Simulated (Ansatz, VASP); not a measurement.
## One calculation of SiC5, two programs

```
CELL_PARAMETERS angstrom
3.58506 0.00000 0.00000
-1.79253 3.10476 0.00000
0.00000 0.00000 7.43645
ATOMIC_POSITIONS crystal
Si 0.00000 0.00000 0.50000
C 0.33333 0.66667 0.50000
C 0.00000 0.77468 0.00000
C 0.77468 0.00000 0.00000
C 0.22532 0.22532 0.00000
C 0.66667 0.33333 0.50000
```

Change from the starting cell: species swapped into the MgAu5 type (P-62m, No. 189).

Alike in both runs: functional PBE; k mesh 6 × 6 × 4; occupations gaussian, width 0.1 eV; no spin polarisation.

Ansatz relaxed the structure, and its values are those at the end. VASP's run is a single point on that final structure, the one shown.

|  | VASP | Ansatz |
| --- | --- | --- |
| version | VASP 6.6.1 | Ansatz 0.2.0 |
| potentials or method | VASP PAW PBE potentials, release 64 (Si, C_h), cutoff 1300 eV | scalar-relativistic, plane waves, PAW |
| valence electrons in the cell | 24 | 24 |

```tsv
	VASP	Ansatz	Ansatz less VASP
gap on the k mesh at the Fermi level (eV)	none	none	-
pressure (GPa)	0.0	0.0	+0.04
```

A gap of «none» marks a metal or a gap that the smearing closes.
